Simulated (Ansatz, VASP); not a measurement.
Two plane-wave programs on WS2

File POSCAR:

```
WS2
1.0
    3.1878253564      0.0000000000      0.0000000000
   -1.5939126782      2.7607377414      0.0000000000
    0.0000000000      0.0000000000     14.7051441675
W S
2 4
Direct
    0.3333333333      0.6666666667      0.2489827228
    0.6666666667      0.3333333333      0.7510172772
    0.3333333333      0.6666666667      0.6441849963
    0.6666666667      0.3333333333      0.1421632863
    0.3333333333      0.6666666667      0.8578367137
    0.6666666667      0.3333333333      0.3558150037
```

Contents of INCAR.step1:

```
SYSTEM = WS2
  ALGO = Normal
  EDIFF = 1E-5
  ENCUT = 550
  GGA = PE
  GGA_COMPAT = .False.
  ISMEAR = 0
  LASPH = .True.
  LCHARG = .False.
  LREAL = .False.
  LWAVE = .True.
  NBANDS = 35
  NELM = 120
  PREC = Accurate
  SIGMA = 0.02
```

File INCAR.step2:

```
SYSTEM = WS2
  ALGO = Normal
  EDIFF = 1E-6
  ENCUT = 550
  GGA_COMPAT = .False.
  ISIF = 2
  ISMEAR = 0
  ISTART = 1
  LASPH = .True.
  LCHARG = .True.
  LELF = .True.
  LMIXTAU = .True.
  LREAL = .False.
  LVHAR = .True.
  LWAVE = .False.
  METAGGA = R2SCAN
  NBANDS = 35
  NELM = 120
  PREC = Accurate
  SIGMA = 0.02
```

File KPOINTS:

```
k-points
0
Gamma
  12 12 2
  0 0 0
```

Input for Ansatz:

```yaml
crystal:
  lattice:
    - [3.1878253564, 0.0, 0.0]
    - [-1.5939126782, 2.7607377414, 0.0]
    - [0.0, 0.0, 14.7051441675]
  atoms:
    - { symbol: W, position: [0.3333333333, 0.6666666667, 0.2489827228] }
    - { symbol: W, position: [0.6666666667, 0.3333333333, 0.7510172772] }
    - { symbol: S, position: [0.3333333333, 0.6666666667, 0.6441849963] }
    - { symbol: S, position: [0.6666666667, 0.3333333333, 0.1421632863] }
    - { symbol: S, position: [0.3333333333, 0.6666666667, 0.8578367137] }
    - { symbol: S, position: [0.6666666667, 0.3333333333, 0.3558150037] }
basis:
  ecutwfc: 500
kpoints:
  mp_grid: { grid: [12, 12, 2] }
  band_path:
    path:
      - [[0.0, 0.0, 0.0], [0.5, 0.0, 0.0], [0.33333333, 0.33333333, 0.0], [0.0, 0.0, 0.0], [0.0, 0.0, 0.5], [0.5, 0.0, 0.5], [0.33333333, 0.33333333, 0.5], [0.0, 0.0, 0.5]]
      - [[0.5, 0.0, 0.5], [0.5, 0.0, 0.0]]
      - [[0.33333333, 0.33333333, 0.5], [0.33333333, 0.33333333, 0.0]]
    npoints: 14
hamiltonian:
  xc: r2scan
scf:
  occupations: { method: gaussian, width: 0.02 }
  n_extra_bands: 15
output:
  forces: true
  stress: true
  eigenvalues: true
  populations: true
  dos: { projected: true, de: 0.02, nscf_kmesh: { grid: [18, 18, 3] } }
  bader: true
  write_density: true
  write_potential: true
  elf: true
  volumetric_format: npy
```

Alike in both runs: task single point; functional r2SCAN; k mesh 12 × 12 × 2; occupations gaussian, width 0.02 eV; no spin polarisation.

|  | VASP | Ansatz |
| --- | --- | --- |
| version | VASP 6.6.1 | Ansatz 0.2.0 |
| potentials or method | VASP PAW PBE potentials, release 64 (W_sv, S), cutoff 550 eV | scalar-relativistic, plane waves, PAW |
| valence electrons in the cell | 52 | 52 |

VASP gave:

```
gap on the k mesh at the Fermi level (eV)                     : 1.72
least direct gap on the mesh (eV)                             : 1.92
pressure (GPa)                                                : -1.6
traceless stress, the component that is largest in VASP (GPa) : -0.85
rms of the force components (eV/Å)                            : 0.114
```

Problem. Which values does Ansatz return?

Solution. gap on the k mesh at the Fermi level (eV): 1.71; least direct gap on the mesh (eV): 1.91; pressure (GPa): -1.7; traceless stress, the component that is largest in VASP (GPa): -0.80; rms of the force components (eV/Å): 0.124.

VASP's potentials were made for PBE, not for r2SCAN. Atom by atom the forces differ by 0.010 eV/Å (rms over components). With one functional, cell and mesh, what is left measures potentials, basis and numerics.

Neither program's run includes spin-orbit coupling.
